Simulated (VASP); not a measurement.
# P in VASP: notebook, part 2 of 2

VASP 6.6.1. Earlier steps stand in the parts before.

## Step 3: Single point, LDA (atom 1 (P) moved +0.225 Å towards its neighbour atom 4 (P) at 2.199 Å)

File INCAR:

```
SYSTEM = P
PREC = Accurate
ENCUT = 520
EDIFF = 1E-6
ISMEAR = 0
SIGMA = 0.05
LREAL = .False.
LASPH = .True.
NELM = 80
ALGO = Normal
ISIF = 2
LWAVE = .False.
LCHARG = .False.
GGA = CA
NBANDS = 18
```

File KPOINTS:

```
Automatic mesh
0
Gamma
  8 1 6
  0 0 0
```

File POSCAR:

```
P
1.0
    3.2837277200      0.0000000000      0.0000000000
    0.0000000000     34.8570309900      0.0000000000
    0.0000000000      0.0000000000      4.6320847100
P
4
Direct
   -0.0511672295      0.9702614300      0.6244575614
    0.0000000000      0.0297385700      0.4078492800
    0.5000000000      0.0297385700      0.0921507200
    0.5000000000      0.9702614300      0.9078492800
```

Potentials or basis: VASP PAW LDA potentials, release 64 (P).

Launch:

```sh
$ cat potpaw_LDA.64/P/POTCAR > POTCAR
$ mpirun -np 1 vasp_std > vasp.out
```

OUTCAR:

```text
SYSTEM = P
   PREC = Accurate
   ENCUT = 520
   EDIFF = 1E-6
   ISMEAR = 0
   LREAL = .False.
   LASPH = .True.
   NELM = 80
   ISIF = 2
   GGA = CA

 ion  position               nearest neighbor table
   1  0.949  0.970  0.624-   4 1.97   4 2.24   2 2.31
   2  0.000  0.030  0.408-   3 2.20   3 2.20   1 2.31
   3  0.500  0.030  0.092-   2 2.20   2 2.20   4 2.24
   4  0.500  0.970  0.908-   1 1.97   1 2.24   3 2.24

  LATTYP: Found a simple orthorhombic cell.
 ALAT       =     3.2837277200
 B/A-ratio  =     1.4106177811
 C/A-ratio  =    10.6150795566

  Lattice vectors:

 A1 = (  -3.2837277200,   0.0000000000,   0.0000000000)
 A2 = (   0.0000000000,   0.0000000000,   4.6320847100)
 A3 = (   0.0000000000,  34.8570309900,   0.0000000000)

Analysis of symmetry for initial positions (statically):
=====================================================================
 Subroutine PRICEL returns:
 Original cell was already a primitive cell.

 Routine SETGRP: Setting up the symmetry group for a
 simple orthorhombic supercell.
[... 165 lines left out ...]
  ext. energy  EPLUGINS =         0.00000000
  ---------------------------------------------------
  free energy    TOTEN  =       -23.28564391 eV

  energy without entropy =      -23.28564391  energy(sigma->0) =      -23.28564391

 E-fermi :  -3.1978     XC(G=0):  -1.8007

 val. band max:       -3.4572525280   @ k =   0.1250   0.0000   0.0000
 cond. band min:      -2.8676946687   @ k =   0.0000   0.0000   0.0000
 fundamental gap:      0.5895578593
 Fermi energy:        -3.1977759570

 k-point     1 :       0.0000    0.0000    0.0000
  band No.  band energies     occupation
      1     -18.9440      2.00000
      2     -16.5819      2.00000
      3     -12.6311      2.00000
      4      -9.5431      2.00000
      5      -8.3267      2.00000
      6      -8.0002      2.00000
[... 481 lines left out ...]
      5      -9.6013      2.00000
      6      -9.1444      2.00000
[... 10 lines left out ...]
     17       2.3877      0.00000
     18       2.8330      0.00000

 [... further k-points ...]
[... 5 lines left out ...]
  --------------------------------------------------------------------------------------
  -------------------------------------------------------------------------------------
  Total        0.7933320     -0.7771311      2.0416501     -0.7650763      0.9203801     -3.4912003
  in kB        2.3973506     -2.3483934      6.1696122     -2.3119652      2.7812739    -10.5499724
  external PRESSURE =       2.0728565 kB  Pullay stress =       0.0000000 kB

 VOLUME and BASIS-vectors are now :
 -----------------------------------------------------------------------------
  energy-cutoff  :      520.00
  volume of cell :      530.19
      direct lattice vectors                 reciprocal lattice vectors
     3.283727720  0.000000000  0.000000000     0.304531948  0.000000000  0.000000000
     0.000000000 34.857030990  0.000000000     0.000000000  0.028688617  0.000000000
     0.000000000  0.000000000  4.632084710     0.000000000  0.000000000  0.215885516

 POSITION                                       TOTAL-FORCE (eV/Angst)
 -----------------------------------------------------------------------------------
      3.11571     33.82043      2.89254         2.970158      0.146190     -2.990955
      0.00000      1.03660      1.88919        -0.208280     -0.180639      0.272894
      1.64186      1.03660      0.42685        -0.160812     -0.187189      0.171114
      1.64186     33.82043      4.20523        -2.601065      0.221637      2.546947
 -----------------------------------------------------------------------------------
    total drift:                               -0.000046     -0.000001      0.000051

  FREE ENERGIE OF THE ION-ELECTRON SYSTEM (eV)
  ---------------------------------------------------
  free  energy   TOTEN  =       -23.2856439108 eV

  energy  without entropy=      -23.2856439108  energy(sigma->0) =      -23.28564391
```

Run time: 3.5 min. Hardware: 1 thread of AMD EPYC 9R45 (Zen 5), shared host; peak memory 0.46 GiB.

What came out:

| Quantity | Value |
| --- | --- |
| Free energy | -23.2856 eV |
| Largest force | 4.218 eV/Å |
| Band gap on the k mesh | 0.59 eV (least direct gap 0.64 eV) |

Forces in eV/Å, atoms in the order of the input:
```
P    2.970  0.146 -2.991
P   -0.208 -0.181  0.273
P   -0.161 -0.187  0.171
P   -2.601  0.222  2.547
```

Levels at points of the mesh, in eV from the valence-band top:
| k point | band 6 | band 7 | band 8 | band 9 | band 10 | band 11 | band 12 | band 13 | band 14 | band 15 |
| --- | --- | --- | --- | --- | --- | --- | --- | --- | --- | --- |
| (0.00, 0.00, 0.00) | -4.54 | -3.96 | -2.43 | -1.69 | -0.05 | 0.59 | 0.80 | 2.14 | 3.54 | 4.17 |
| (0.50, 0.00, 0.00) | -5.28 | -3.05 | -2.69 | -2.37 | -1.97 | 0.75 | 1.13 | 2.01 | 2.59 | 3.35 |
| (0.00, 0.00, 0.50) | -3.35 | -2.84 | -2.77 | -1.54 | -1.36 | 1.07 | 1.84 | 3.28 | 3.51 | 3.72 |
| (0.50, 0.00, 0.50) | -5.20 | -4.71 | -4.39 | -1.37 | -1.09 | 1.59 | 2.16 | 3.64 | 3.96 | 4.80 |

Caveat: the cell differs from its parent crystal (atom 1 (P) moved +0.225 Å towards its neighbour atom 4 (P) at 2.199 Å); there is no dipole correction, which matters where the two faces differ.

## Step 4: Single point, LDA (atom 1 (P) moved -0.150 Å towards its neighbour atom 4 (P) at 2.199 Å)

File INCAR:

```
SYSTEM = P
PREC = Accurate ; ENCUT = 520
EDIFF = 1E-7 ; ISMEAR = 0
SIGMA = 0.05 ; LREAL = .False.
LASPH = .True. ; NELM = 60
ALGO = Normal ; ISIF = 2
LWAVE = .False. ; LCHARG = .False.
GGA = CA ; NBANDS = 18
```

File KPOINTS:

```
regular mesh
0
Gamma
  8 1 6
  0 0 0
```

Changes to POSCAR since step 3:

```diff
@@ -8,3 +8,3 @@
 Direct
-   -0.0511672295      0.9702614300      0.6244575614
+    0.0341114863      0.9702614300      0.5706128258
     0.0000000000      0.0297385700      0.4078492800
```

Potentials or basis: VASP PAW LDA potentials, release 64 (P).

Launch:

```sh
$ cat potpaw_LDA.64/P/POTCAR > POTCAR
$ mpirun -np 1 vasp_std > vasp.out
```

OUTCAR:

```text
SYSTEM = P
   PREC = Accurate
   ENCUT = 520
   EDIFF = 1E-7
   ISMEAR = 0
   LREAL = .False.
   LASPH = .True.
   NELM = 60
   ISIF = 2
   GGA = CA

 ion  position               nearest neighbor table
   1  0.034  0.970  0.571-   4 2.19   2 2.21   4 2.35
   2  0.000  0.030  0.408-   3 2.20   3 2.20   1 2.21
   3  0.500  0.030  0.092-   2 2.20   2 2.20   4 2.24
   4  0.500  0.970  0.908-   1 2.19   3 2.24   1 2.35

  LATTYP: Found a simple orthorhombic cell.
 ALAT       =     3.2837277200
[... 684 lines left out ...]
      6      -8.7653      2.00000
[... 10 lines left out ...]
     17       2.5664      0.00000
     18       2.7475      0.00000

 [... further k-points ...]
[... 5 lines left out ...]
  --------------------------------------------------------------------------------------
  -------------------------------------------------------------------------------------
  Total       -1.6498674      0.1191740     -2.2162669      0.4293290     -0.5748041      1.1196657
  in kB       -4.9856938      0.3601289     -6.6972826      1.2973788     -1.7369863      3.3834901
  external PRESSURE =      -3.7742825 kB  Pullay stress =       0.0000000 kB

 VOLUME and BASIS-vectors are now :
 -----------------------------------------------------------------------------
  energy-cutoff  :      520.00
  volume of cell :      530.19
      direct lattice vectors                 reciprocal lattice vectors
     3.283727720  0.000000000  0.000000000     0.304531948  0.000000000  0.000000000
     0.000000000 34.857030990  0.000000000     0.000000000  0.028688617  0.000000000
     0.000000000  0.000000000  4.632084710     0.000000000  0.000000000  0.215885516

 POSITION                                       TOTAL-FORCE (eV/Angst)
 -----------------------------------------------------------------------------------
      0.11201     33.82043      2.64313        -0.973131     -0.038657      0.915985
      0.00000      1.03660      1.88919         0.118547      0.028500      0.038481
      1.64186      1.03660      0.42685         0.088602      0.035925     -0.315785
      1.64186     33.82043      4.20523         0.765981     -0.025769     -0.638681
 -----------------------------------------------------------------------------------
    total drift:                               -0.000070      0.000000     -0.000028

  FREE ENERGIE OF THE ION-ELECTRON SYSTEM (eV)
  ---------------------------------------------------
  free  energy   TOTEN  =       -23.6089772007 eV

  energy  without entropy=      -23.6089772007  energy(sigma->0) =      -23.60897720
```

OSZICAR:

```text
N       E                     dE             d eps       ncg     rms          rms(c)
DAV:   1     0.137412955087E+03    0.13741E+03   -0.54897E+03   936   0.720E+02
DAV:   2    -0.448897266268E+01   -0.14190E+03   -0.13169E+03  1552   0.130E+02
DAV:   3    -0.234786098898E+02   -0.18990E+02   -0.18895E+02  1306   0.579E+01
[... 15 lines left out ...]
DAV:  19    -0.236089698152E+02   -0.16273E-04   -0.38416E-07  1086   0.174E-03    0.715E-04
DAV:  20    -0.236089720112E+02   -0.21960E-05   -0.18353E-08  1078   0.532E-04    0.487E-04
DAV:  21    -0.236089757450E+02   -0.37338E-05   -0.79045E-08   920   0.755E-04    0.209E-04
DAV:  22    -0.236089765579E+02   -0.81284E-06   -0.10045E-08  1034   0.286E-04    0.893E-05
DAV:  23    -0.236089771136E+02   -0.55573E-06   -0.63895E-09   904   0.213E-04    0.464E-05
DAV:  24    -0.236089772007E+02   -0.87043E-07   -0.13858E-10   926   0.828E-05
   1 F= -.23608977E+02 E0= -.23608977E+02  d E =-.996232E-12
```

stdout:

```text
POSCAR found type information on POSCAR P
 POSCAR found :  1 types and       4 ions
 scaLAPACK will be used
 LDA part: xc-table for (Slater(with rela. corr.)+CA(PZ))
 , standard interpolation
 POSCAR, INCAR and KPOINTS ok, starting setup
 FFT: planning ... GRIDC
 FFT: planning ... GRID_SOFT
 FFT: planning ... GRID
 WAVECAR not read
 entering main loop
```

Wall time 3.4 min (1 thread of AMD EPYC 9R45 (Zen 5), shared host); peak memory 0.46 GiB.

Results:

| Item | Value |
| --- | --- |
| Free energy | -23.6090 eV |
| Largest force | 1.337 eV/Å |
| Band gap on the k mesh | 0.98 eV (least direct gap 1.02 eV) |

Forces in eV/Å, atoms in the order of the input:
```
P   -0.973 -0.039  0.916
P    0.119  0.029  0.038
P    0.089  0.036 -0.316
P    0.766 -0.026 -0.639
```

Levels at points of the mesh, in eV from the valence-band top:
| k point | band 8 | band 9 | band 10 | band 11 | band 12 | band 13 |
| --- | --- | --- | --- | --- | --- | --- |
| (0.00, 0.00, 0.00) | -1.74 | -1.32 | 0.00 | 1.02 | 1.62 | 2.65 |
| (0.50, 0.00, 0.00) | -2.58 | -1.99 | -1.81 | 0.98 | 1.29 | 1.93 |
| (0.00, 0.00, 0.50) | -2.08 | -1.36 | -1.17 | 2.04 | 2.15 | 3.59 |
| (0.50, 0.00, 0.50) | -4.49 | -1.10 | -0.97 | 2.30 | 2.72 | 3.45 |

Caveat: the cell differs from its parent crystal (atom 1 (P) moved -0.150 Å towards its neighbour atom 4 (P) at 2.199 Å); there is no dipole correction, which matters where the two faces differ.

## Step 5: Single point, LDA (atom 1 (P) moved +0.263 Å towards its neighbour atom 4 (P) at 2.199 Å)

File INCAR:

```
PREC = Accurate
ENCUT = 520
EDIFF = 1E-6
ISMEAR = 0
SIGMA = 0.05
LREAL = F
LASPH = T
NELM = 60
ALGO = Normal
ISIF = 2
LWAVE = F
LCHARG = T
GGA = CA
LELF = T
LVHAR = T
NBANDS = 18
```

File KPOINTS:

```
Automatic mesh
0
Gamma
  8 1 6
```

Changes to POSCAR since step 4:

```diff
@@ -8,3 +8,3 @@
 Direct
-    0.0341114863      0.9702614300      0.5706128258
+   -0.0596951011      0.9702614300      0.6298420349
     0.0000000000      0.0297385700      0.4078492800
```

Launch:

```sh
$ cat potpaw_LDA.64/P/POTCAR > POTCAR
$ mpirun -np 1 vasp_std > vasp.out
```

Wall time 9.3 min (1 thread of Oxide Virtual Turin-like, shared host); peak memory 0.45 GiB.

The run converged. Its results:

- Free energy: -23.1089 eV
- Largest force: 5.253 eV/Å
- Band gap on the k mesh: 0.54 eV (least direct gap 0.64 eV)

Forces on the atoms (eV/Å):
```
P    3.731  0.145 -3.695
P   -0.242 -0.193  0.284
P   -0.193 -0.199  0.232
P   -3.296  0.247  3.179
```

Levels at points of the mesh, in eV from the valence-band top:
```tsv
k point	band 7	band 8	band 9	band 10	band 11	band 12	band 13	band 14
(0.00, 0.00, 0.00)	-4.02	-2.50	-1.69	-0.10	0.54	0.68	2.09	3.60
(0.50, 0.00, 0.00)	-3.11	-2.69	-2.44	-1.97	0.68	1.12	2.00	2.65
(0.00, 0.00, 0.50)	-2.83	-2.78	-1.55	-1.34	0.89	1.81	3.22	3.49
(0.50, 0.00, 0.50)	-4.73	-4.36	-1.44	-1.09	1.49	2.14	3.62	3.98
```

Caveat: the cell differs from its parent crystal (atom 1 (P) moved +0.263 Å towards its neighbour atom 4 (P) at 2.199 Å); there is no dipole correction, which matters where the two faces differ.

## Step 6: Overview

```tsv
cell	gap on the mesh (eV)	largest force (eV/Å)
as given, atomic positions A	0.71	2.12
as given, atomic positions B	0.59	4.22
as given, atomic positions C	0.98	1.34
as given, atomic positions D	0.54	5.25
```

Alike in all rows: task single point; level LDA; potentials or basis VASP PAW LDA potentials, release 64 (P); no spin polarisation; k mesh 8 × 1 × 6; cutoff (eV) 520; smearing gaussian 0.05 eV.

Caveats: there is no dipole correction, which matters where the two faces differ.

Total energies depend on the potentials used, so only differences within one code and one set of settings carry meaning.
